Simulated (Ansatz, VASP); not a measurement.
One calculation of Hg2I, two programs

```
CELL_PARAMETERS angstrom
4.42147 0.00000 0.00000
-2.21074 3.82911 0.00000
0.00000 0.00000 5.83132
ATOMIC_POSITIONS crystal
Hg 0.33333 0.66667 0.36629
Hg 0.66667 0.33333 0.63371
I 0.00000 0.00000 0.00000
```

Alike in both runs: task relaxation of cell and atoms; functional PBE; k mesh 12 × 12 × 6; occupations gaussian, width 0.1 eV; no spin polarisation.

|  | VASP | Ansatz |
| --- | --- | --- |
| version | VASP 6.6.1 | Ansatz 0.2.0 |
| potentials or method | VASP PAW PBE potentials, release 64 (Hg, I), cutoff 600 eV | scalar-relativistic, plane waves, PAW |
| valence electrons in the cell | 31 | 57 |

Ansatz gave:

```
gap on the k mesh at the Fermi level, each at its own relaxed structure (eV) : none
relaxed volume (Å³/atom)                                                     : 32.93
relaxed cell length with the largest relative difference (Å)                 : 5.830
```

Task: What did VASP give for the same quantities?

Result: gap on the k mesh at the Fermi level, each at its own relaxed structure (eV): none; relaxed volume (Å³/atom): 33.10; relaxed cell length with the largest relative difference (Å): 5.846.

A gap of «none» marks a metal or a gap that the smearing closes. VASP's potentials hold 31 valence electrons a cell and Ansatz's 57, so a difference there can come from the potentials and not from the codes.

Spin-orbit coupling is off throughout.
